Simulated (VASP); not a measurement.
The system is Li2S.

```
Li S
1.0
     0.00000    2.82731    2.82731
     2.82731    0.00000    2.82731
     2.82731    2.82731    0.00000
Li S
2 1
Direct
  0.25000 0.25000 0.25000
  0.75000 0.75000 0.75000
  0.00000 0.00000 0.00000
```

Base run:

- Program: VASP 6.6.1
- Functional: PBEsol
- Potentials or basis: VASP PAW PBE potentials, release 64 (Li_sv, S)
- Cutoff: 750 eV
- k mesh: 6 × 6 × 6
- Occupations: gaussian, width 0.01 eV
- Spin: no spin polarisation

Its results: band gap on the k mesh 3.20 eV (least direct gap 4.22 eV); pressure 0.0 GPa.

Problem. The run is repeated on the same cell with these changes: dispersion from none to D3(BJ). What comes out?

Solution. Band gap on the k mesh 3.20 eV (least direct gap 4.22 eV); pressure -2.5 GPa.

Dispersion adds attraction, which lowers the pressure at fixed volume and, as a term added to the energy, leaves the levels alone.

Caveats: the PAW data sets were made with another functional, which shifts forces and pressure a little.

A k mesh can miss the band edges.
